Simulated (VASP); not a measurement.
Wanted: the native input for a VASP 6.6.1 run.

```yaml
Task: single point
Functional: r2SCAN
Potentials_or_basis: VASP PAW PBE potentials, release 64 (Ga_d, N_h)
Cutoff: 1460 eV
k_mesh: 10 × 10 × 10
Occupations: gaussian, width 0.05 eV
Spin: no spin polarisation
Dipole_correction: no
Further_INCAR_settings: ALGO = Normal; EDIFF = 1e-06; NBANDS = 16
```

GaN:

```
Ga N
1.0
     0.00000    2.24894    2.24894
     2.24894    0.00000    2.24894
     2.24894    2.24894    0.00000
Ga N
1 1
Direct
  0.00000 0.00000 0.00000
  0.75963 0.74679 0.74679
```

This cell differs from its parent crystal: all N atoms moved -0.025 Å, as atom 2 towards its neighbour atom 1 (Ga) at 1.948 Å.

The input as run:

POSCAR

```
GaN
1.0
    0.0000000000      2.2489367673      2.2489367673
    2.2489367673      0.0000000000      2.2489367673
    2.2489367673      2.2489367673      0.0000000000
Ga N
1 1
Direct
    0.0000000000      0.0000000000      0.0000000000
    0.7596270537      0.7467909821      0.7467909821
```

INCAR.step1

```
PREC = Accurate ; ENCUT = 1460
ISMEAR = 0 ; SIGMA = 0.05
LREAL = False ; LASPH = True
NELM = 120 ; NBANDS = 16
GGA = PE ; ALGO = Normal
EDIFF = 1E-5 ; LWAVE = True
LCHARG = False ; GGA_COMPAT = False
```

INCAR.step2

```
PREC = Accurate ; ENCUT = 1460
EDIFF = 1E-6 ; ISMEAR = 0
SIGMA = 0.05 ; LREAL = False
LASPH = True ; NELM = 120
ALGO = Normal ; ISIF = 2
LWAVE = False ; LCHARG = False
METAGGA = R2SCAN ; LMIXTAU = True
NBANDS = 16 ; ISTART = 1
GGA_COMPAT = False
```

KPOINTS

```
regular mesh
0
Gamma
  10 10 10
```

Potentials or basis: VASP PAW PBE potentials, release 64 (Ga_d, N_h).

The run is started by

```sh
$ cat potpaw_PBE.64/Ga_d/POTCAR potpaw_PBE.64/N_h/POTCAR > POTCAR
$ cp INCAR.step1 INCAR
$ mpirun -np 1 vasp_std > vasp.out
$ cp INCAR.step2 INCAR
$ mpirun -np 1 vasp_std > vasp.out
```

Results of the run:

```yaml
Pressure: 1.2 GPa
Largest_force: 0.305 eV/Å
Band_gap_on_the_k_mesh: 2.11 eV
```

Caveat: the cell differs from its parent crystal (all N atoms moved -0.025 Å, as atom 2 towards its neighbour atom 1 (Ga) at 1.948 Å); the PAW data sets were made with another functional, which shifts forces and pressure a little.

It took 9.8 min on 1 thread of Intel(R) Xeon(R) Platinum 8259CL CPU @ 2.50GHz (Skylake/Cascade Lake) (shared host), peak memory 0.4 GiB.
